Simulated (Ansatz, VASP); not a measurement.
## Two plane-wave programs on Cd3CuO

```
Cd Cu O
1.0
     5.09616    0.00000    0.00000
     0.00000    5.09616    0.00000
     0.00000    0.00000    3.66172
Cd Cu O
3 1 1
Cartesian
  2.5481 2.5481 3.1384
  2.5481 0.0000 1.3088
  0.0000 2.5481 1.3088
  0.0000 0.0000 3.1298
  0.0000 0.0000 1.2991
```

Alike in both runs: functional PBE; k mesh 6 × 6 × 8; occupations gaussian, width 0.1 eV; no spin polarisation.

Ansatz relaxed the structure, and its values are those at the end. VASP's run is a single point on that final structure, the one shown.

```csv
,VASP,Ansatz
version,VASP 6.6.1,Ansatz 0.2.0
potentials or method,"VASP PAW PBE potentials, release 64 (Cd, Cu, O), cutoff 520 eV","scalar-relativistic, plane waves, PAW"
valence electrons in the cell,53,85
```

|  | VASP | Ansatz | Ansatz less VASP |
| --- | --- | --- | --- |
| gap on the k mesh at the Fermi level (eV) | none | none | - |
| pressure (GPa) | 0.3 | 0.0 | -0.33 |

A gap of «none» marks a metal or a gap that the smearing closes. VASP's potentials hold 53 valence electrons a cell and Ansatz's 85, so a difference there can come from the potentials and not from the codes.
